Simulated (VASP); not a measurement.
A run of VASP 6.6.1:

Contents of INCAR:

```
PREC = Accurate
ENCUT = 520
EDIFF = 1E-7
ISMEAR = -1
SIGMA = 0.05
LREAL = Auto
LASPH = T
NELM = 150
ALGO = Normal
ISIF = 2
LWAVE = F
LCHARG = F
ISPIN = 2
MAGMOM = 0.2 0 0.2 0.2 0 0.2 0 0 0 0 0 0 0 0 0 0.2
LORBIT = 11
GGA = PS
NBANDS = 90
```

The input KPOINTS:

```
Automatic mesh
0
Gamma
  1 1 1
  0.5 0.5 0.5
```

POSCAR

```
Zn8PO7
1.0
    6.4598480000      0.0000000000      0.0000000000
    0.0000000000      5.5943930000      0.0000000000
    0.0000000000      0.0000000000      5.2145190000
Zn O P
8 7 1
Direct
    0.2838480000      0.1819970000      0.4853850000
    0.9695610000      0.6367860000      0.5150170000
    0.7531720000      0.1996400000      0.4970640000
    0.4983040000      0.6756790000      0.5022000000
    0.9870380000      0.3229530000      0.9991030000
    0.5008820000      0.3598760000      0.0059590000
    0.2591810000      0.8403140000      0.9959000000
    0.7517650000      0.8349740000      0.9966920000
    0.9910380000      0.3233410000      0.3906720000
    0.2602940000      0.7995290000      0.4074650000
    0.7139910000      0.8271230000      0.3698850000
    0.2456760000      0.1503110000      0.8943730000
    0.0100630000      0.6870830000      0.8521510000
    0.7369200000      0.1643360000      0.8939760000
    0.5107350000      0.6686790000      0.8841110000
    0.5150730000      0.3354130000      0.3910090000
```

Potentials or basis: VASP PAW PBE potentials, release 64 (Zn, O, P).

The run is started by

```console
$ cat potpaw_PBE.64/Zn/POTCAR potpaw_PBE.64/O/POTCAR potpaw_PBE.64/P/POTCAR > POTCAR
$ mpirun -np 1 vasp_std > vasp.out
```

Hardware: 1 thread of Intel(R) Xeon(R) 6975P-C (Granite Rapids), with other jobs on the host.

**Question.** Estimate the wall time of this run.

**Answer.** It took 93 s on 1 thread of Intel(R) Xeon(R) 6975P-C (Granite Rapids) (shared host), peak memory 0.33 GiB. Counts: scf iterations 21, k points 1.
